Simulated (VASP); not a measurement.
Runs of VASP 6.6.1 on B3C2Br. The structure is that of space group I4/mmm (No. 139), or close to it. The cells are those of the table. 

```csv
task,cell,k mesh,cutoff (eV),gap on the mesh (eV),pressure (GPa),largest force (eV/Å)
single point,"a = 5.597 Å, angles 147.5, 147.5, 46.6°, 6 atoms",16 × 16 × 16,520,none,0.1,0.01
single point,"a = 5.454 Å, angles 139.7, 139.7, 58.3°, 6 atoms",6 × 6 × 6,520,none,-28.1,(a)
single point,"a = 5.595 Å, angles 147.5, 147.5, 46.7°, 6 atoms",6 × 6 × 6,520,none,0.1,0.01
relaxation of cell and atoms,"relaxed from a = 5.454 Å, angles 139.7, 139.7, 58.3°, 6 atoms",6 × 6 × 6,600,none,-0.5,0.02
```

Alike in all rows: level PBE; potentials or basis VASP PAW PBE potentials, release 64 (B, C, Br); no spin polarisation; smearing gaussian 0.1 eV.

Fill in the values left out.

(a) 3.08.

Caveats: some runs use coarse meshes; forces of over 1 eV/Å act on the atoms, so gaps and moduli don't describe the material at rest (some runs).

A k mesh can miss the band edges, and the runs leave out spin-orbit coupling on Br.

A gap of «none» marks levels without a gap at the run's occupations.
